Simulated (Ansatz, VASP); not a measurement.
Ti in VASP and in Ansatz

```
Ti
1.0
     2.95000    0.00000    0.00000
    -1.47500    2.55477    0.00000
     0.00000    0.00000    4.68000
Ti
2
Direct
  0.33333 0.66667 0.25000
  0.66667 0.33333 0.75000
```

Alike in both runs: task relaxation of cell and atoms; functional r2SCAN; k mesh 12 × 12 × 8; occupations fermi-dirac, width 0.1 eV; no spin polarisation.

|  | VASP | Ansatz |
| --- | --- | --- |
| version | VASP 6.6.1 | Ansatz 0.2.0 |
| potentials or method | VASP PAW PBE potentials, release 64 (Ti_sv) | PAW with Ansatz's default frozen-core files, scalar-relativistic |
| plane-wave cutoff (eV) | 600 | 500 |
| valence electrons in the cell | 24 | 24 |

Ansatz gave:

* relaxed volume (Å³/atom): 17.32
* relaxed length of the cell vector where the two differ most in proportion (Å): 2.936

Problem. Which values does VASP return?

Solution. Relaxed volume (Å³/atom): 17.38; relaxed length of the cell vector where the two differ most in proportion (Å): 2.939.

VASP's potentials were made for PBE, not for r2SCAN.
